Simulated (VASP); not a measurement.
Here is a VASP 6.6.1 calculation.

INCAR

```
PREC = Accurate ; ENCUT = 520
EDIFF = 1E-6 ; ISMEAR = 0
SIGMA = 0.02 ; LREAL = F
LASPH = T ; NELM = 80
ALGO = Normal ; ISIF = 2
LWAVE = F ; LCHARG = F
GGA = PE ; NBANDS = 16
```

KPOINTS

```
Automatic mesh
0
Gamma
  9 9 6
```

The input POSCAR:

```
AlN
1.0
    3.1596950177      0.0000000000      0.0000000000
   -1.5798475088      2.7363761535      0.0000000000
    0.0000000000      0.0000000000      5.0726038181
Al N
2 2
Direct
    0.3333333333      0.6666666667     -0.0006072924
    0.6666666667      0.3333333333      0.4993927076
    0.3333333333      0.6666666667      0.3806072924
    0.6666666667      0.3333333333      0.8806072924
```

Potentials or basis: VASP PAW PBE potentials, release 64 (Al, N).

The run is started by

```console
$ cat potpaw_PBE.64/Al/POTCAR potpaw_PBE.64/N/POTCAR > POTCAR
$ mpirun -np 1 vasp_std > vasp.out
```

Question: Predict the largest force.

Answer: 0.006 eV/Å.

Question: Predict the pressure.

Answer: -5.6 GPa.

Question: What does it give for the band gap on the k mesh?

Answer: 3.80 eV, direct.

Forces in eV/Å, atoms in the order of the input:
```
Al   0.000  0.000  0.006
Al   0.000  0.000  0.006
N    0.000  0.000 -0.006
N    0.000  0.000 -0.006
```
